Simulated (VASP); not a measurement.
**Sn: electric field gradients with LDA**

Sn:

```xyz
2
Lattice="-0.0325 3.2294 3.2294 3.2294 -0.0325 3.2294 3.2294 3.2294 -0.0325" Properties=species:S:1:pos:R:3 pbc="T T T"
Sn    3.2131    3.2131    3.2131
Sn    4.8197    4.8197    4.8197
```

This cell differs from its parent crystal: equal xy, yz and zx shear strains of -1 %.

| Item | Value |
| --- | --- |
| Program | VASP 6.6.1 |
| Task | electric field gradients |
| Functional | LDA |
| Potentials or basis | VASP PAW LDA potentials, release 64 (Sn_d) |
| Cutoff | 520 eV |
| k mesh | 9 × 9 × 9 |
| Occupations | fermi-dirac, width 0.03 eV |
| Spin | no spin polarisation |
| Dipole correction | no |
| Further INCAR settings | ALGO = Normal; EDIFF = 1e-08; NBANDS = 21 |

```json
{"Pressure": "-0.3 GPa", "Largest force": "0.160 eV/Å", "Band gap on the k mesh": "zero (band 14 reaches 5.44 eV, above the bottom of band 15 at 5.19 eV)"}
```

Forces on the atoms (eV/Å):
```
Sn  -0.092 -0.092 -0.092
Sn   0.092  0.092  0.092
```

Stress tensor (GPa, compression positive):
```
-0.35  0.50  0.50
 0.50 -0.35  0.50
 0.50  0.50 -0.35
```

Levels at points of the mesh, in eV from the Fermi level:
| k point | band 10 | band 11 | band 12 | band 13 | band 14 | band 15 | band 16 | band 17 | band 18 | band 19 |
| --- | --- | --- | --- | --- | --- | --- | --- | --- | --- | --- |
| (0.00, 0.00, 0.00) | -21.14 | -10.56 | -0.73 | 0.16 | 0.16 | 0.17 | 2.16 | 2.16 | 2.36 | 4.94 |

Electric field gradients, principal values (V/Å²):
| atom | least | middle | greatest (by size) |
| --- | --- | --- | --- |
| 1 Sn | 7.722 | 7.722 | -15.443 |
| 2 Sn | 7.722 | 7.722 | -15.443 |

Wall time 82 s on 1 thread of AMD EPYC 9R45 96-Core Processor (Zen 5) (shared host), peak memory 0.19 GiB.

Caveat: the cell differs from its parent crystal (equal xy, yz and zx shear strains of -1 %); without QUAD_EFG the Cq values of the log hold for a quadrupole moment of 1 mb, not for the nuclei; spin-orbit coupling is left out, which moves the levels of the heavy elements.
